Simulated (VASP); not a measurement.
MoS2, 3 atoms in the cell. The structure is trigonal, space group R3m (No. 160). The conventional cell has a = 3.175 Å, b = 3.175 Å, c = 18.582 Å, α = 90.00°, β = 90.00°, γ = 120.00°. Within 3.2 Å of Mo (site symmetry 3m) lie 6 S at 2.40 Å and 6 Mo at 3.18 Å. Within 3.2 Å of S (site symmetry 3m) lie 3 Mo at 2.40 Å and 7 S at 3.11 to 3.18 Å. Within 3.2 Å of S (site symmetry 3m) lie 3 Mo at 2.40 Å and 7 S at 3.11 to 3.18 Å. 

| Quantity | Value |
| --- | --- |
| Program | VASP 6.6.1 |
| Task | single point |
| Functional | r2SCAN |
| Potentials or basis | VASP PAW PBE potentials, release 64 (Mo_sv, S) |
| Cutoff | 520 eV |
| k mesh | 10 × 10 × 10 |
| Occupations | gaussian, width 0.01 eV |
| Spin | no spin polarisation |
| Dipole correction | no |
| Further INCAR settings | ALGO = Normal; EDIFF = 1e-07; NBANDS = 20 |

Potentials or basis: VASP PAW PBE potentials, release 64 (Mo_sv, S).

The run is started by

```sh
$ cat potpaw_PBE.64/Mo_sv/POTCAR potpaw_PBE.64/S/POTCAR > POTCAR
$ cp INCAR.step1 INCAR
$ mpirun -np 1 vasp_std > vasp.out
$ cp INCAR.step2 INCAR
$ mpirun -np 1 vasp_std > vasp.out
```

Hardware: 1 thread of AMD EPYC 7R13 Processor (Zen 3), on a shared host.

Task: How long does it take, and how much memory?

Result: It took 20 min on 1 thread of AMD EPYC 7R13 Processor (Zen 3), on a shared host, peak memory 0.39 GiB. Counts: k points 116.
